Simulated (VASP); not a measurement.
# TiAl (P-6m2) in VASP: further runs, part 2 of 2

VASP 6.6.1. The steps go on from the part before.

**5. Single point, PBE**

This run uses another cell than the first one, of 19.66 Å³/atom, 1.358 times its volume.

Input file INCAR:

```
SYSTEM = TiAl
PREC = Accurate
ENCUT = 520
EDIFF = 1E-6
ISMEAR = 0
SIGMA = 0.15
LREAL = .FALSE.
LASPH = .TRUE.
NELM = 80
ALGO = Normal
ISIF = 2
LWAVE = .FALSE.
LCHARG = .FALSE.
GGA = PE
NBANDS = 14
```

Input file KPOINTS:

```
regular mesh
0
G
  18 18 10
  0 0 0
```

Input file POSCAR:

```
TiAl
1.0
    2.9530000000      0.0000000000      0.0000000000
   -1.4765000000      2.5573730174      0.0000000000
    0.0000000000      0.0000000000      5.2062000000
Ti Al
1 1
Direct
    0.0000000000      0.0000000000      0.0000000000
    0.3333333333      0.6666666667      0.5000000000
```

Potentials or basis: VASP PAW PBE potentials, release 64 (Ti_sv, Al).

Started as:

```
$ cat potpaw_PBE.64/Ti_sv/POTCAR potpaw_PBE.64/Al/POTCAR > POTCAR
$ mpirun -np 1 vasp_std > vasp.out
```

OUTCAR:

```text
SYSTEM = TiAl
   PREC = Accurate
   ENCUT = 520
   EDIFF = 1E-6
   ISMEAR = 0
   LREAL = .FALSE.
   LASPH = .TRUE.
   NELM = 80
   ISIF = 2
   GGA = PE

 ion  position               nearest neighbor table
   1  0.000  0.000  0.000-   2 3.11   2 3.11   2 3.11   2 3.11   2 3.11   2 3.11
   2  0.333  0.667  0.500-   1 3.11   1 3.11   1 3.11   1 3.11   1 3.11   1 3.11

  LATTYP: Found a hexagonal cell.
 ALAT       =     2.9530000000
 C/A-ratio  =     1.7630206570

  Lattice vectors:

 A1 = (   2.9530000000,   0.0000000000,   0.0000000000)
 A2 = (  -1.4765000000,   2.5573730174,   0.0000000000)
 A3 = (   0.0000000000,   0.0000000000,   5.2062000000)

Analysis of symmetry for initial positions (statically):
=====================================================================
 Subroutine PRICEL returns:
 Original cell was already a primitive cell.

 Routine SETGRP: Setting up the symmetry group for a
 hexagonal supercell.

 Subroutine GETGRP returns: Found 12 space group operations
 (whereof 12 operations were pure point group operations)
 out of a pool of 24 trial point group operations.

The static configuration has the point symmetry D_3h.

[... 168 lines left out ...]
 k-point     1 :       0.0000    0.0000    0.0000
  band No.  band energies     occupation
      1     -50.5440      2.00000
      2     -26.8567      2.00000
      3     -26.4965      2.00000
      4     -26.4965      2.00000
      5      -1.9718      2.00000
      6       3.8345      2.00000
      7       4.1535      2.00000
      8       7.4392      0.00000
      9       7.4392      0.00000
     10       8.7287      0.00000
     11       8.7509      0.00000
     12       8.7509      0.00000
     13      18.5282      0.00000
     14      18.5282      0.00000
[... 377 lines left out ...]
      1     -50.4788      2.00000
      2     -26.8932      2.00000
      3     -26.7925      2.00000
      4     -26.6235      2.00000
      5       2.5351      2.00000
      6       4.6720      2.00000
      7       5.2034      2.00000
      8       5.6483      2.00000
      9       7.8026      0.00000
     10       8.7635      0.00000
     11       9.4011      0.00000
     12      10.1779      0.00000
     13      11.0285      0.00000
     14      11.8002      0.00000

 [... further k-points ...]
[... 5 lines left out ...]
  --------------------------------------------------------------------------------------
  -------------------------------------------------------------------------------------
  Total       -2.2043391     -2.2043391     -4.7009309      0.0000000     -0.0000000      0.0000000
  in kB      -89.8277702    -89.8277702   -191.5649594      0.0000000     -0.0000000      0.0000000
  external PRESSURE =    -123.7401666 kB  Pullay stress =       0.0000000 kB

 VOLUME and BASIS-vectors are now :
 -----------------------------------------------------------------------------
  energy-cutoff  :      520.00
  volume of cell :       39.32
      direct lattice vectors                 reciprocal lattice vectors
     2.953000000  0.000000000  0.000000000     0.338638673  0.195513129  0.000000000
    -1.476500000  2.557373017  0.000000000     0.000000000  0.391026257  0.000000000
     0.000000000  0.000000000  5.206200000     0.000000000  0.000000000  0.192078675

 POSITION                                       TOTAL-FORCE (eV/Angst)
 -----------------------------------------------------------------------------------
      0.00000      0.00000      0.00000         0.000000     -0.000000      0.000000
     -0.00000      1.70492      2.60310        -0.000000      0.000000      0.000000
 -----------------------------------------------------------------------------------
    total drift:                                0.000000     -0.000000      0.000000

  FREE ENERGIE OF THE ION-ELECTRON SYSTEM (eV)
  ---------------------------------------------------
  free  energy   TOTEN  =       -11.7488428985 eV

  energy  without entropy=      -11.7223017009  energy(sigma->0) =      -11.73557230
```

OSZICAR:

```text
N       E                     dE             d eps       ncg     rms          rms(c)
DAV:   1     0.975111174361E+02    0.97511E+02   -0.70237E+03  6216   0.104E+03
DAV:   2    -0.723993325267E+01   -0.10475E+03   -0.10086E+03  6432   0.287E+02
DAV:   3    -0.131869623310E+02   -0.59470E+01   -0.57875E+01  9766   0.657E+01
DAV:   4    -0.133692306365E+02   -0.18227E+00   -0.18200E+00  6896   0.102E+01
DAV:   5    -0.133770523321E+02   -0.78217E-02   -0.78207E-02  9664   0.199E+00    0.821E+00
DAV:   6    -0.122813058645E+02    0.10957E+01   -0.68960E+00  7280   0.301E+01    0.454E+00
DAV:   7    -0.117920161153E+02    0.48929E+00   -0.12003E+00  6930   0.121E+01    0.172E+00
DAV:   8    -0.117570259023E+02    0.34990E-01   -0.22717E-01  6774   0.537E+00    0.936E-01
DAV:   9    -0.117535482378E+02    0.34777E-02   -0.70028E-02  6978   0.358E+00    0.450E-01
DAV:  10    -0.117487811143E+02    0.47671E-02   -0.12451E-02  6866   0.135E+00    0.532E-02
DAV:  11    -0.117488676841E+02   -0.86570E-04   -0.74176E-04  8026   0.238E-01    0.583E-02
DAV:  12    -0.117488522097E+02    0.15474E-04   -0.38673E-05  7462   0.584E-02    0.328E-02
DAV:  13    -0.117488435075E+02    0.87022E-05   -0.13651E-05  7378   0.418E-02    0.797E-03
DAV:  14    -0.117488428985E+02    0.60901E-06   -0.94943E-07  4552   0.843E-03
   1 F= -.11748843E+02 E0= -.11735572E+02  d E =-.265412E-01
```

stdout:

```text
POSCAR found type information on POSCAR TiAl
 POSCAR found :  2 types and       2 ions
 scaLAPACK will be used
 LDA part: xc-table for (Slater+PW92), standard interpolation
 POSCAR, INCAR and KPOINTS ok, starting setup
 FFT: planning ... GRIDC
 FFT: planning ... GRID_SOFT
 FFT: planning ... GRID
 WAVECAR not read
 entering main loop
```

Wall time 65 s (1 thread of Intel Xeon 6975P-C, shared host); peak memory 0.26 GiB.

Results:

* Free energy: -11.7488 eV
* Pressure: -12.4 GPa

Stress tensor (GPa, compression positive):
```
 -8.98   0.00   0.00
  0.00  -8.98   0.00
  0.00   0.00 -19.16
```

**6. The runs side by side**

| cell | gap on the mesh (eV) | pressure (GPa) |
| --- | --- | --- |
| a = 2.737, b = 2.737, c = 4.463 Å, angles 90.0, 90.0, 120.0°, 2 atoms | none | 19.7 |
| a = 2.989, b = 2.989, c = 5.020 Å, angles 90.0, 90.0, 120.0°, 2 atoms | none | -12.0 |
| a = 2.989, b = 2.989, c = 5.067 Å, angles 90.0, 90.0, 120.0°, 2 atoms | none | -12.4 |
| a = 2.953, b = 2.953, c = 5.206 Å, angles 90.0, 90.0, 120.0°, 2 atoms | none | -12.4 |

Alike in all rows: task single point; level PBE; potentials or basis VASP PAW PBE potentials, release 64 (Ti_sv, Al); no spin polarisation; k mesh 18 × 18 × 10; cutoff (eV) 520; smearing gaussian 0.15 eV.

Absolute energies hang on the potentials; compare differences alone.
